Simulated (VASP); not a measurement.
V, 2 atoms in the cell. Symmetry: Fd-3m, No. 227, cubic system. Conventional cell: a = 4.843 Å, b = 4.843 Å, c = 4.843 Å, α = 90.00°, β = 90.00°, γ = 90.00°. Within 2.8 Å of V (site symmetry -43m) lie 4 V at 2.10 Å.  This cell differs from its parent crystal: volume scaled by 0.76.

- Program: VASP 6.6.1
- Task: single point
- Functional: PBE
- Potentials or basis: VASP PAW PBE potentials, release 64 (V_sv)
- Cutoff: 520 eV
- k mesh: 14 × 14 × 14
- Occupations: fermi-dirac, width 0.08 eV
- Spin: no spin polarisation
- Dipole correction: no
- Further INCAR settings: ALGO = Normal; EDIFF = 1e-06; NBANDS = 20

Potentials or basis: VASP PAW PBE potentials, release 64 (V_sv).

Launch:

```sh
$ cat potpaw_PBE.64/V_sv/POTCAR > POTCAR
$ mpirun -np 1 vasp_std > vasp.out
```

Hardware: 1 thread of Intel Xeon 6975P-C (shared host).

Task: Estimate the wall time of this run.

Result: It took 28 s on 1 thread of Intel Xeon 6975P-C, with other jobs on the host, peak memory 0.18 GiB. Counts: scf iterations 11, k points 104.
